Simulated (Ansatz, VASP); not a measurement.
# One calculation of BeS, two programs

The input POSCAR:

```
BeS
1.0
    0.0000000000      2.4343062304      2.4343062304
    2.4343062304      0.0000000000      2.4343062304
    2.4343062304      2.4343062304      0.0000000000
Be S
1 1
Direct
    0.0000000000      0.0000000000      0.0000000000
    0.2500000000      0.2500000000      0.2500000000
```

INCAR.step1

```
SYSTEM = BeS
ALGO     = Normal         ! electronic algorithm
EDIFF    = 1E-4           ! SCF threshold, eV
ENCUT    = 520            ! plane-wave cutoff, eV
GGA      = PE             ! functional
ISMEAR   = 0              ! smearing method
LASPH    = .True.         ! aspherical terms in the spheres
LCHARG   = .False.        ! write CHGCAR
LREAL    = .False.        ! projectors in reciprocal space
LWAVE    = .True.         ! write WAVECAR
NBANDS   = 11             ! bands
NELM     = 60             ! most SCF steps
PREC     = Accurate       ! precision mode
SIGMA    = 0.5            ! smearing width, eV
```

File INCAR.step2:

```
SYSTEM = BeS
ALGO     = Normal         ! electronic algorithm
EDIFF    = 1E-6           ! SCF threshold, eV
ENCUT    = 520            ! plane-wave cutoff, eV
ISIF     = 2              ! what is computed and relaxed
ISMEAR   = 0              ! smearing method
ISTART   = 1            
LASPH    = .True.         ! aspherical terms in the spheres
LCHARG   = .True.         ! write CHGCAR
LELF     = .True.         ! ELF
LMIXTAU  = .True.       
LREAL    = .False.        ! projectors in reciprocal space
LVHAR    = .True.       
LWAVE    = .False.        ! write WAVECAR
METAGGA  = R2SCAN         ! meta-GGA
NBANDS   = 11             ! bands
NELM     = 60             ! most SCF steps
PREC     = Accurate       ! precision mode
SIGMA    = 0.5            ! smearing width, eV
```

The input KPOINTS:

```
k-points
0
Gamma
  6 6 6
  0 0 0
```

Input for Ansatz:

```yaml
crystal:
  lattice:
    - [0.0, 2.4343062304, 2.4343062304]
    - [2.4343062304, 0.0, 2.4343062304]
    - [2.4343062304, 2.4343062304, 0.0]
  atoms:
    - { symbol: Be, position: [0.0, 0.0, 0.0] }
    - { symbol: S, position: [0.25, 0.25, 0.25] }
kpoints:
  mp_grid: { grid: [6, 6, 6] }
hamiltonian:
  xc: r2scan
scf:
  occupations: { method: gaussian, width: 0.5 }
  n_extra_bands: 4
output:
  forces: true
  stress: true
  eigenvalues: true
```

Alike in both runs: task single point; functional r2SCAN; k mesh 6 × 6 × 6; occupations gaussian, width 0.5 eV; no spin polarisation.

|  | VASP | Ansatz |
| --- | --- | --- |
| version | VASP 6.6.1 | Ansatz 0.2.0 |
| potentials or method | VASP PAW PBE potentials, release 64 (Be, S) | plane waves |
| plane-wave cutoff (eV) | 520 | 500 |
| valence electrons in the cell | 8 | 8 |

|  | VASP | Ansatz | Ansatz less VASP |
| --- | --- | --- | --- |
| pressure (GPa) | 0.3 | 0.0 | -0.27 |

VASP's potentials were made for PBE, not for r2SCAN.
